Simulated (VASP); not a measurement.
# Zn (P6/mmm) in VASP: further runs

The runs below take Zn through single point, with RPBE.

Program: VASP 6.6.1. These are calculated values, not measurements. Logs are shortened: lines on timing, memory, paths and dates and some standing lists are left out, and cuts for length are marked.

**1. The cell of the first run**

Symmetry: P6/mmm, No. 191, hexagonal system. The conventional cell has a = 4.366 Å, b = 4.366 Å, c = 2.617 Å, α = 90.00°, β = 90.00°, γ = 120.00°. Zn (site symmetry 6/mmm) has 14 Zn at 2.62 to 2.84 Å within 3.5 Å. Within 3.3 Å of Zn (site symmetry -6m2) lie 11 Zn at 2.52 to 2.84 Å.

**2. Single point, RPBE (volume scaled by 0.88)**

File INCAR:

```
SYSTEM = Zn
ALGO = Normal
EDIFF = 1E-7
ENCUT = 520
GGA = RP
ISIF = 2
ISMEAR = -1
LASPH = .TRUE.
LCHARG = .TRUE.
LELF = .TRUE.
LREAL = .FALSE.
LVHAR = .TRUE.
LWAVE = .FALSE.
NBANDS = 25
NELM = 80
PREC = Accurate
SIGMA = 0.1
```

File KPOINTS:

```
k-points
0
G
  9 9 13
  0 0 0
```

File POSCAR:

```
Zn
1.0
    4.3660478158      0.0000000000      0.0000000000
   -2.1830239079      3.7811083226      0.0000000000
    0.0000000000      0.0000000000      2.6169914570
Zn
3
Direct
    0.0000000000      1.0000000000      0.0000000000
    0.3333333333      0.6666666667      0.5000000000
    0.6666666667      0.3333333333      0.5000000000
```

Potentials or basis: VASP PAW PBE potentials, release 64 (Zn).

The run is started by

```bash
$ cat potpaw_PBE.64/Zn/POTCAR > POTCAR
$ mpirun -np 1 vasp_std > vasp.out
```

OUTCAR:

```text
SYSTEM = Zn
   EDIFF = 1E-7
   ENCUT = 520
   GGA = RP
   ISIF = 2
   ISMEAR = -1
   LASPH = .TRUE.
   LREAL = .FALSE.
   NELM = 80
   PREC = Accurate

 ion  position               nearest neighbor table
   1  0.000  0.000  0.000-   2 2.84   3 2.84   2 2.84   3 2.84   2 2.84   2 2.84   3 2.84   3 2.84
                             3 2.84   3 2.84   2 2.84   2 2.84
   2  0.333  0.667  0.500-   3 2.52   3 2.52   3 2.52   1 2.84   1 2.84   1 2.84   1 2.84   1 2.84
                             1 2.84
   3  0.667  0.333  0.500-   2 2.52   2 2.52   2 2.52   1 2.84   1 2.84   1 2.84   1 2.84   1 2.84
                             1 2.84

  LATTYP: Found a hexagonal cell.
 ALAT       =     4.3660478158
 C/A-ratio  =     0.5993959680

  Lattice vectors:

 A1 = (   4.3660478158,   0.0000000000,   0.0000000000)
 A2 = (  -2.1830239079,   3.7811083226,   0.0000000000)
 A3 = (   0.0000000000,   0.0000000000,   2.6169914570)

Analysis of symmetry for initial positions (statically):
=====================================================================
 Subroutine PRICEL returns:
 Original cell was already a primitive cell.

 Routine SETGRP: Setting up the symmetry group for a
 hexagonal supercell.

 Subroutine GETGRP returns: Found 24 space group operations
 (whereof 24 operations were pure point group operations)
 out of a pool of 24 trial point group operations.

The static configuration has the point symmetry D_6h.

Analysis of symmetry for dynamics (positions and initial velocities):
=====================================================================
 Subroutine PRICEL returns:
 Original cell was already a primitive cell.

 Routine SETGRP: Setting up the symmetry group for a
 hexagonal supercell.

 Subroutine GETGRP returns: Found 24 space group operations
 (whereof 24 operations were pure point group operations)
 out of a pool of 24 trial point group operations.

The dynamic configuration has the point symmetry D_6h.

 Subroutine INISYM returns: Found 24 space group operations
 (whereof 24 operations are pure point group operations),
 and found     1 'primitive' translations

----------------------------------------------------------------------------------------

                                     Primitive cell

  volume of cell :      43.2026

  direct lattice vectors                    reciprocal lattice vectors
     4.366047816  0.000000000  0.000000000     0.229040094  0.132236360  0.000000000
    -2.183023908  3.781108323  0.000000000     0.000000000  0.264472719  0.000000000
     0.000000000  0.000000000  2.616991457     0.000000000  0.000000000  0.382118175

  length of vectors
     4.366047816  4.366047816  2.616991457     0.264472719  0.264472719  0.382118175

  position of ions in fractional coordinates (direct lattice)
     0.000000000  0.000000000  0.000000000
     0.333333333  0.666666667  0.500000000
     0.666666667  0.333333333  0.500000000

  ion indices of the primitive-cell ions
   primitive index   ion index
                 1           1
                 2           2
                 3           3

----------------------------------------------------------------------------------------

 KPOINTS: k-points

Automatic generation of k-mesh.
 Grid dimensions read from file:
 generate k-points for:    9    9   13

 Generating k-lattice:

  Cartesian coordinates                     Fractional coordinates (reciprocal lattice)
     0.025448899  0.014692929  0.000000000     0.111111111  0.000000000  0.000000000
     0.000000000  0.029385858  0.000000000     0.000000000  0.111111111  0.000000000
     0.000000000  0.000000000  0.029393706     0.000000000  0.000000000  0.076923077

  Length of vectors
     0.029385858  0.029385858  0.029393706

  Shift w.r.t. Gamma in fractional coordinates (k-lattice)
     0.000000000  0.000000000  0.000000000

 Subroutine IBZKPT returns following result:
 ===========================================

 Found     84 irreducible k-points:

 Following reciprocal coordinates:
            Coordinates               Weight
  0.000000  0.000000  0.000000      1.000000
  0.111111  0.000000  0.000000      6.000000
  0.222222  0.000000  0.000000      6.000000
  0.333333  0.000000  0.000000      6.000000
  0.444444  0.000000  0.000000      6.000000
  0.111111  0.111111  0.000000      6.000000
[... 16 lines left out ...]
  0.333333  0.222222  0.076923     24.000000
  0.333333  0.333333  0.076923      4.000000
 [... further k-points ...]
   k-points           NKPTS =     84   k-points in BZ     NKDIM =     84   number of bands    NBANDS=     25
   number of dos      NEDOS =    301   number of ions     NIONS =      3
   total plane-waves  NPLWV =  20480
   dimension x,y,z NGX =    32 NGY =   32 NGZ =   20
   dimension x,y,z NGXF=    64 NGYF=   64 NGZF=   40
   ions per type =               3
   NGX,Y,Z   is equivalent  to a cutoff of  12.18, 12.18, 12.71 a.u.
   NGXF,Y,Z  is equivalent  to a cutoff of  24.37, 24.37, 25.41 a.u.
 SYSTEM =  Zn
   PREC   = accura    normal or accurate (medium, high low for compatibility)
   ISTART =      0    job   : 0-new  1-cont  2-samecut
   ICHARG =      2    charge: 1-file 2-atom 10-const
   ISPIN  =      1    spin polarized calculation?
   LNONCOLLINEAR =      F non collinear calculations
   LSORBIT =      F    spin-orbit coupling
   LASPH  =      T    aspherical Exc in radial PAW
   ENCUT  =  520.0 eV  38.22 Ry    6.18 a.u.   8.12  8.12  4.87*2*pi/ulx,y,z
   NELM   =     80;   NELMIN=  2; NELMDL= -5     # of ELM steps
   EDIFF  = 0.1E-06   stopping-criterion for ELM
   LREAL  =      F    real-space projection
   EDIFFG = 0.1E-05   stopping-criterion for IOM
   NSW    =      0    number of steps for IOM
   IBRION =     -1    ionic relax: 0-MD 1-quasi-New 2-CG
   NFREE  =      0    steps in history (QN), initial steepest desc. (CG)
   ISIF   =      2    stress and relaxation
   ISYM   =      2    0-nonsym 1-usesym 2-fastsym
   POTIM  = 0.5000    time-step for ionic-motion
   TEBEG  =    0.0;   TEEND  =   0.0 temperature during run
   PSTRESS=    0.0 pullay stress
   NELECT =      36.0000    total number of electrons
   NUPDOWN=      -1.0000    fix difference up-down
   EMIN   =  10.00;   EMAX   =-10.00  energy-range for DOS
   EFERMI =   0.00;   METHOD = LEGACY
   ISMEAR =    -1;   SIGMA  =   0.10  broadening in eV -4-tet -1-fermi 0-gaus
   EFERMI_NEDOS =   21; number of points for ismear=-14 and -15
   IALGO  =     38    algorithm
   IMIX   =      4    mixing-type and parameters
     AMIX     =   0.40;   BMIX     =  1.00
     AMIX_MAG =   1.60;   BMIX_MAG =  1.00
  volume/ion in A,a.u.               =      14.40        97.18
  Fermi-wavevector in a.u.,A,eV,Ry     =   1.540538  2.911194 32.290118  2.373257
  Thomas-Fermi vector in A             =   2.646611
   LORBIT       =      0    0 simple, 1 ext, 2 COOP (PROOUT), +10 PAW based schemes
   GGA     = RP    functional components
   LHFCALC =     F    Hartree Fock is set to
   AEXX    =    0.0000 exact exchange contribution
   IVDW    =     0    specifies the selected vdW correction
   LEPSILON=     F    determine dielectric tensor
   LRPA    =     F    only Hartree local field effects (RPA)
 non-spin polarized calculation
  energy-cutoff  :      520.00
  volume of cell :       43.20
 maximum number of plane-waves:      1177
   NGX = 17   NGY = 17   NGZ =  9

 number of electron      35.9999992 magnetization

 Free energy of the ion-electron system (eV)
  ---------------------------------------------------
  ext. energy  EPLUGINS =         0.00000000
  ---------------------------------------------------
  free energy    TOTEN  =        -1.83069204 eV

  energy without entropy =       -1.80661347  energy(sigma->0) =       -1.81865276

 E-fermi :   3.8304     XC(G=0): -11.7137

 val. band max:        3.7483419193   @ k =   0.3333   0.0000   0.2308
 cond. band min:       3.8409947871   @ k =   0.3333   0.3333   0.4615
 fundamental gap:      0.0926528678
 Fermi energy:         3.8303539459

 k-point     1 :       0.0000    0.0000    0.0000
  band No.  band energies     occupation
      1      -7.1650      2.00000
      2      -4.9016      2.00000
      3      -4.3808      2.00000
      4      -4.2986      2.00000
      5      -4.2742      2.00000
      6      -4.2742      2.00000
[... 17 lines left out ...]
     24      18.3927      0.00000
     25      23.7056      0.00000

 k-point     2 :       0.1111    0.0000    0.0000
  band No.  band energies     occupation
      1      -7.0304      2.00000
      2      -4.8857      2.00000
      3      -4.4503      2.00000
      4      -4.3937      2.00000
      5      -4.3699      2.00000
      6      -4.3025      2.00000
[... 17 lines left out ...]
     24      18.4627      0.00000
     25      21.8678      0.00000

 k-point     3 :       0.2222    0.0000    0.0000
  band No.  band energies     occupation
      1      -6.6346      2.00000
      2      -4.8524      2.00000
      3      -4.6402      2.00000
      4      -4.4552      2.00000
      5      -4.4408      2.00000
      6      -4.3325      2.00000
[... 17 lines left out ...]
     24      18.5327      0.00000
     25      19.0924      0.00000

 k-point     4 :       0.3333    0.0000    0.0000
  band No.  band energies     occupation
      1      -6.0126      2.00000
      2      -4.8959      2.00000
      3      -4.7067      2.00000
      4      -4.5276      2.00000
      5      -4.4654      2.00000
      6      -4.3860      2.00000
[... 17 lines left out ...]
     24      16.2116      0.00000
     25      16.3688      0.00000
[... 477 lines left out ...]
 k-point    22 :       0.2222    0.2222    0.0769
  band No.  band energies     occupation
      1      -5.5827      2.00000
      2      -4.8686      2.00000
      3      -4.7221      2.00000
      4      -4.6105      2.00000
      5      -4.4388      2.00000
      6      -4.3258      2.00000
[... 17 lines left out ...]
     24      14.2418      0.00000
     25      17.8542      0.00000

 k-point    23 :       0.3333    0.2222    0.0769
  band No.  band energies     occupation
      1      -5.1291      2.00000
      2      -4.9002      2.00000
      3      -4.7949      2.00000
      4      -4.5373      2.00000
      5      -4.4755      2.00000
      6      -4.3632      2.00000
[... 17 lines left out ...]
     24      15.7022      0.00000
     25      16.6419      0.00000

 k-point    24 :       0.3333    0.3333    0.0769
  band No.  band energies     occupation
      1      -5.0865      2.00000
      2      -4.8379      2.00000
      3      -4.8379      2.00000
      4      -4.4962      2.00000
      5      -4.4962      2.00000
      6      -4.3758      2.00000
[... 17 lines left out ...]
     24      16.2150      0.00000
     25      17.2787      0.00000

 [... further k-points ...]

------------------------ aborting loop because EDIFF is reached ----------------------------------------

  FORCE on cell =-STRESS in cart. coord.  units (eV):
  Direction    XX          YY          ZZ          XY          YZ          ZX
  --------------------------------------------------------------------------------------
  -------------------------------------------------------------------------------------
  Total        2.4893128      2.4893128      2.9268476      0.0000000     -0.0000000      0.0000000
  in kB       92.3166741     92.3166741    108.5427406      0.0000000     -0.0000000      0.0000000
  external PRESSURE =      97.7253630 kB  Pullay stress =       0.0000000 kB

 VOLUME and BASIS-vectors are now :
 -----------------------------------------------------------------------------
  energy-cutoff  :      520.00
  volume of cell :       43.20
      direct lattice vectors                 reciprocal lattice vectors
     4.366047816  0.000000000  0.000000000     0.229040094  0.132236360  0.000000000
    -2.183023908  3.781108323  0.000000000     0.000000000  0.264472719  0.000000000
     0.000000000  0.000000000  2.616991457     0.000000000  0.000000000  0.382118175

 POSITION                                       TOTAL-FORCE (eV/Angst)
 -----------------------------------------------------------------------------------
      0.00000      0.00000      0.00000         0.000000      0.000000      0.000000
     -0.00000      2.52074      1.30850        -0.000000      0.000000     -0.000000
      2.18302      1.26037      1.30850         0.000000      0.000000      0.000000
 -----------------------------------------------------------------------------------
    total drift:                               -0.000000      0.000000      0.000000

  FREE ENERGIE OF THE ION-ELECTRON SYSTEM (eV)
  ---------------------------------------------------
  free  energy   TOTEN  =        -1.8306920389 eV

  energy  without entropy=       -1.8066134736  energy(sigma->0) =       -1.81865276
```

It took 24 s on 1 thread of Intel Xeon 6975P-C (Granite Rapids), shared host; peak memory 0.19 GiB.

What came out:

```
Free energy            : -1.8307 eV
Pressure               : 9.8 GPa
Band gap on the k mesh : zero (band 18 reaches 7.99 eV, above the bottom of band 19 at 2.80 eV)
```

Stress tensor (GPa, compression positive):
```
 9.23  0.00  0.00
 0.00  9.23  0.00
 0.00  0.00 10.85
```

Caveat: the PAW data sets were made with another functional, which shifts forces and pressure a little.

(Part 1 of 2 ends here.)
